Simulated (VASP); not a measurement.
Set up this calculation in VASP 6.6.1, as the native input.

```
Task                   : single point
Functional             : PBEsol
Potentials or basis    : VASP PAW PBE potentials, release 64 (Mg, O)
Cutoff                 : 520 eV
k mesh                 : 6 × 6 × 6
Occupations            : gaussian, width 0.05 eV
Spin                   : no spin polarisation
Dipole correction      : no
Further INCAR settings : ALGO = Normal; EDIFF = 1e-06; NBANDS = 26
```

The structure of MgO lies in POSCAR:

```
MgO
1.0
    4.2149416169      0.0000000000      0.0000000000
    0.0000000000     -4.2149416169      0.0000000000
    0.0000000000      0.0000000000     -4.2149416169
Mg O
4 4
Direct
   -0.0533482968      0.0533482968      0.1005945132
    0.5000000000      0.5000000000      0.0000000000
    0.5000000000      0.0000000000      0.5000000000
    0.0000000000      0.5000000000      0.5000000000
    0.5000000000      0.0000000000      0.0000000000
    0.0000000000      0.5000000000      0.0000000000
    0.0000000000      0.0000000000      0.5000000000
    0.5000000000      0.5000000000      0.5000000000
```

This cell differs from its parent crystal: atom 1 (Mg) moved by -0.318 Å along [1 1 0] and -0.424 Å along [0 0 1].

The input as run:

INCAR

```
SYSTEM = MgO
  PREC = Accurate
  ENCUT = 520
  EDIFF = 1E-6
  ISMEAR = 0
  SIGMA = 0.05
  LREAL = .False.
  LASPH = .True.
  NELM = 80
  ALGO = Normal
  ISIF = 2
  LWAVE = .False.
  LCHARG = .False.
  GGA = PS
  NBANDS = 26
```

KPOINTS

```
Automatic mesh
0
Gamma
  6 6 6
  0 0 0
```

Potentials or basis: VASP PAW PBE potentials, release 64 (Mg, O).

Launch:

```console
$ cat potpaw_PBE.64/Mg/POTCAR potpaw_PBE.64/O/POTCAR > POTCAR
$ mpirun -np 1 vasp_std > vasp.out
```

It gave:

The pressure is 8.0 GPa. The largest force is 7.102 eV/Å. The band gap on the k mesh is 4.53 eV, direct.

Caveat: the cell differs from its parent crystal (atom 1 (Mg) moved by -0.318 Å along [1 1 0] and -0.424 Å along [0 0 1]); the PAW data sets were made with another functional, which shifts forces and pressure a little.

It took 110 s on 1 thread of Intel Xeon 8259CL (shared host), peak memory 0.24 GiB.
